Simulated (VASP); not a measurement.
# Ni (Fm-3m) in VASP: further runs, part 2 of 2

VASP 6.6.1. Earlier steps stand in the parts before.

### Step 5. Single point, PBE, collinear spin, ferromagnetic start

This run uses another cell than the first one, of 8.93 Å³/atom, 0.732 times its volume.

The input, INCAR:

```
PREC = Accurate ; ENCUT = 520
EDIFF = 1E-7 ; ISMEAR = 0
SIGMA = 0.15 ; LREAL = False
LASPH = True ; NELM = 150
ALGO = Fast ; ISIF = 2
LWAVE = False ; LCHARG = False
ISPIN = 2 ; MAGMOM = 0.25
LORBIT = 11 ; NUPDOWN = 0.25
LMAXMIX = 4 ; GGA = PE
NBANDS = 15
```

The input, KPOINTS:

```
Automatic mesh
0
Gamma
  24 24 24
```

The input, POSCAR:

```
Ni
1.0
    0.0000000000      1.6465492621      1.6465492621
    1.6465492621      0.0000000000      1.6465492621
    1.6465492621      1.6465492621      0.0000000000
Ni
1
Direct
    0.0000000000      0.0000000000      0.0000000000
```

Potentials or basis: VASP PAW PBE potentials, release 64 (Ni).

Launch:

```
$ cat potpaw_PBE.64/Ni/POTCAR > POTCAR
$ mpirun -np 1 vasp_std > vasp.out
```

OUTCAR:

```text
PREC = Accurate
   ENCUT = 520
   EDIFF = 1E-7
   ISMEAR = 0
   LREAL = False
   LASPH = True
   NELM = 150
   ISIF = 2
   ISPIN = 2
   LORBIT = 11
   NUPDOWN = 0.25
   GGA = PE

 ion  position               nearest neighbor table
   1  0.000  0.000  0.000-

  LATTYP: Found a face centered cubic cell.
 ALAT       =     3.2930985242

  Lattice vectors:

 A1 = (   0.0000000000,   1.6465492621,   1.6465492621)
 A2 = (   1.6465492621,   0.0000000000,   1.6465492621)
 A3 = (   1.6465492621,   1.6465492621,   0.0000000000)

Analysis of symmetry for initial positions (statically):
=====================================================================
 Subroutine PRICEL returns:
 Original cell was already a primitive cell.

 Routine SETGRP: Setting up the symmetry group for a
 face centered cubic supercell.

 Subroutine GETGRP returns: Found 48 space group operations
 (whereof 48 operations were pure point group operations)
 out of a pool of 48 trial point group operations.

The static configuration has the point symmetry O_h .

Analysis of symmetry for dynamics (positions and initial velocities):
[... 623 lines left out ...]
      4      10.0120      1.00000
      5      11.4534      1.00000
      6      11.4534      1.00000
      7      37.7673      0.00000
      8      43.2944      0.00000
      9      43.2944      0.00000
     10      43.2944      0.00000
     11      47.3009      0.00000
     12      47.3009      0.00000
     13      47.3009      0.00000
     14      49.3712      0.00000
[... 403 lines left out ...]
      4      11.0833      1.00000
      5      12.4630      0.33552
      6      12.7176      0.00236
      7      20.7993      0.00000
      8      36.0690      0.00000
      9      39.7961      0.00000
     10      40.6652      0.00000
     11      44.2770      0.00000
     12      44.9464      0.00000
     13      51.5888      0.00000
     14      58.8836      0.00000
     15      62.4605      0.00000

 [... further k-points ...]
[... 5 lines left out ...]
  --------------------------------------------------------------------------------------
  -------------------------------------------------------------------------------------
  Total        3.4578855      3.4578855      3.4578855     -0.0000000     -0.0000000     -0.0000000
  in kB      620.5360454    620.5360454    620.5360454     -0.0000000     -0.0000000     -0.0000000
  external PRESSURE =     620.5360454 kB  Pullay stress =       0.0000000 kB

 VOLUME and BASIS-vectors are now :
 -----------------------------------------------------------------------------
  energy-cutoff  :      520.00
  volume of cell :        8.93
      direct lattice vectors                 reciprocal lattice vectors
     0.000000000  1.646549262  1.646549262    -0.303665376  0.303665376  0.303665376
     1.646549262  0.000000000  1.646549262     0.303665376 -0.303665376  0.303665376
     1.646549262  1.646549262  0.000000000     0.303665376  0.303665376 -0.303665376

 POSITION                                       TOTAL-FORCE (eV/Angst)
 -----------------------------------------------------------------------------------
      0.00000      0.00000      0.00000         0.000000      0.000000      0.000000
 -----------------------------------------------------------------------------------
    total drift:                                0.000000     -0.000000      0.000000

  FREE ENERGIE OF THE ION-ELECTRON SYSTEM (eV)
  ---------------------------------------------------
  free  energy   TOTEN  =        -5.1378056790 eV

  energy  without entropy=       -5.1087173620  energy(sigma->0) =       -5.12326152

 total charge

# of ion       s       p       d       tot
------------------------------------------
    1        0.592   0.700   8.451   9.743

 magnetization (x)

# of ion       s       p       d       tot
------------------------------------------
    1       -0.004  -0.014   0.265   0.248
```

OSZICAR:

```text
N       E                     dE             d eps       ncg     rms          rms(c)
DAV:   1     0.330649844631E+02    0.33065E+02   -0.41533E+03 26794   0.900E+02
DAV:   2    -0.484171909353E+01   -0.37907E+02   -0.35372E+02 27909   0.168E+02
DAV:   3    -0.612639194245E+01   -0.12847E+01   -0.12706E+01 30548   0.302E+01
DAV:   4    -0.613170026316E+01   -0.53083E-02   -0.53076E-02 31110   0.187E+00
DAV:   5    -0.613172971447E+01   -0.29451E-04   -0.29451E-04 31399   0.127E-01    0.123E+01
RMM:   6    -0.531168888573E+01    0.82004E+00   -0.10326E+00 33815   0.108E+01    0.512E+00
RMM:   7    -0.516919461525E+01    0.14249E+00   -0.84828E-02 33722   0.293E+00    0.292E+00
RMM:   8    -0.513952145926E+01    0.29673E-01   -0.34223E-03 35605   0.440E-01    0.710E-01
RMM:   9    -0.513813645893E+01    0.13850E-02   -0.51503E-04 35307   0.214E-01    0.218E-01
RMM:  10    -0.513779647904E+01    0.33998E-03   -0.20068E-04 34397   0.145E-01    0.278E-02
RMM:  11    -0.513780602883E+01   -0.95498E-05   -0.39321E-05 35123   0.517E-02    0.152E-02
RMM:  12    -0.513780580889E+01    0.21994E-06   -0.56193E-06 35716   0.160E-02    0.245E-03
RMM:  13    -0.513780562748E+01    0.18141E-06   -0.67969E-07 33864   0.546E-03    0.143E-03
RMM:  14    -0.513780567904E+01   -0.51565E-07   -0.94428E-08 25914   0.206E-03
   1 F= -.51378057E+01 E0= -.51232615E+01  d E =-.290883E-01  mag=     0.2500
```

stdout:

```text
POSCAR found type information on POSCAR Ni
 POSCAR found :  1 types and       1 ions
 scaLAPACK will be used
 LDA part: xc-table for (Slater+PW92), standard interpolation
 POSCAR, INCAR and KPOINTS ok, starting setup
[... 17 lines left out ...]
WARNING in EDDRMM: call to ZHEGV failed, returncode =   6  3      9
 num prob WARNING in EDDRMM: call to ZHEGV failed, returncode =   8  4     13
 num prob WARNING in EDDRMM: call to ZHEGV failed, returncode =   6  3     12
WARNING in EDDRMM: call to ZHEGV failed, returncode =   6  3     10
 num prob  num prob WARNING in EDDRMM: call to ZHEGV failed, returncode =   8  4     14
 num prob  num prob  num prob WARNING in EDDRMM: call to ZHEGV failed, returncode =   8  4     13
 num prob  num prob WARNING in EDDRMM: call to ZHEGV failed, returncode =   8  4     11
 num prob  num prob  num prob WARNING in EDDRMM: call to ZHEGV failed, returncode =   6  3     11
WARNING in EDDRMM: call to ZHEGV failed, returncode =   8  4     13
```

Run time: 83 s. Hardware: 1 thread of AMD EPYC 9R45 (Zen 5), shared host; peak memory 0.16 GiB.

What came out:

```
Free energy                                           : -5.1378 eV
Pressure                                              : 62.1 GPa
Net moment                                            : 0.25 μB per cell
Site moments                                          : Ni +0.25 μB
Valence electrons inside the program's atomic spheres : Ni 9.74
```

Caveat: the total moment is fixed, so each spin has its own Fermi level.

### Step 6. Single point, PBE, collinear spin, ferromagnetic start

This run uses another cell than the first one, of 8.93 Å³/atom, 0.732 times its volume.

The input, INCAR:

```
  PREC = Accurate
  ENCUT = 520
  EDIFF = 1E-6
  ISMEAR = 0
  SIGMA = 0.15
  LREAL = F
  LASPH = T
  NELM = 150
  ALGO = Fast
  ISIF = 2
  LWAVE = F
  LCHARG = T
  ISPIN = 2
  MAGMOM = 0.75
  LORBIT = 11
  NUPDOWN = 0.75
  LMAXMIX = 4
  GGA = PE
  LELF = T
  LVHAR = T
  NBANDS = 15
```

The input, KPOINTS:

```
regular mesh
0
Gamma
  24 24 24
```

POSCAR is that of step 5.

Potentials or basis: VASP PAW PBE potentials, release 64 (Ni).

Launch:

```
$ cat potpaw_PBE.64/Ni/POTCAR > POTCAR
$ mpirun -np 1 vasp_std > vasp.out
```

Wall time 69 s (1 thread of AMD EPYC 9R45 (Zen 5), shared host); peak memory 0.16 GiB.

Results (log left out):

- Free energy: -5.1365 eV
- Pressure: 64.7 GPa
- Net moment: 0.75 μB per cell
- Site moments: Ni +0.74 μB
- Valence electrons inside the program's atomic spheres: Ni 9.74

Caveat: the total moment is fixed, so each spin has its own Fermi level.

### Step 7. Summary

| spin | fixed moment (μB) | cell | gap on the mesh (eV) | pressure (GPa) | moment (μB) |
| --- | --- | --- | --- | --- | --- |
| off | - | a = 2.584 Å, angles 60.0°, 1 atom | none | -17.5 | - |
| off | - | a = 2.629 Å, angles 60.0°, 1 atom | none | -22.6 | - |
| collinear, ferromagnetic start | 0.5 | a = 2.329 Å, angles 60.0°, 1 atom | - | 62.7 | 0.50 |
| collinear, ferromagnetic start | 0.25 | a = 2.329 Å, angles 60.0°, 1 atom | - | 62.1 | 0.25 |
| collinear, ferromagnetic start | 0.75 | a = 2.329 Å, angles 60.0°, 1 atom | - | 64.7 | 0.75 |

Alike in all rows: task single point; level PBE; potentials or basis VASP PAW PBE potentials, release 64 (Ni); k mesh 24 × 24 × 24; cutoff (eV) 520; smearing gaussian 0.15 eV.

Caveats: the total moment is fixed, so each spin has its own Fermi level (some runs).

Total energies depend on the potentials used, so only differences within one code and one set of settings carry meaning.
